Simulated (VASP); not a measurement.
LiY16 (a cell with a defect), 17 atoms in the cell. The cell holds a defect, 17 atoms: a = 7.300 Å, b = 6.322 Å, c = 11.468 Å, α = 90.00°, β = 90.00°, γ = 90.00°. 

```yaml
Program: VASP 6.6.1
Task: single point
Functional: PBE
Potentials_or_basis: VASP PAW PBE potentials, release 64 (Y_sv, Li_sv)
Cutoff: 520 eV
k_mesh: 2 × 2 × 1
Occupations: fermi-dirac, width 0.05 eV
Spin: no spin polarisation
Dipole_correction: no
Further_INCAR_settings: LREAL = Auto; ALGO = Normal; EDIFF = 1e-07; NBANDS = 104
```

Potentials or basis: VASP PAW PBE potentials, release 64 (Y_sv, Li_sv).

Command:

```sh
$ cat potpaw_PBE.64/Y_sv/POTCAR potpaw_PBE.64/Li_sv/POTCAR > POTCAR
$ mpirun -np 1 vasp_std > vasp.out
```

Hardware: 1 thread of Intel(R) Xeon(R) 6975P-C (Granite Rapids), on a shared host.

Task: Estimate the wall time of this run.

Result: It took 5.8 min on 1 thread of Intel(R) Xeon(R) 6975P-C (Granite Rapids), on a shared host, peak memory 0.59 GiB. Counts: scf iterations 22, k points 4.
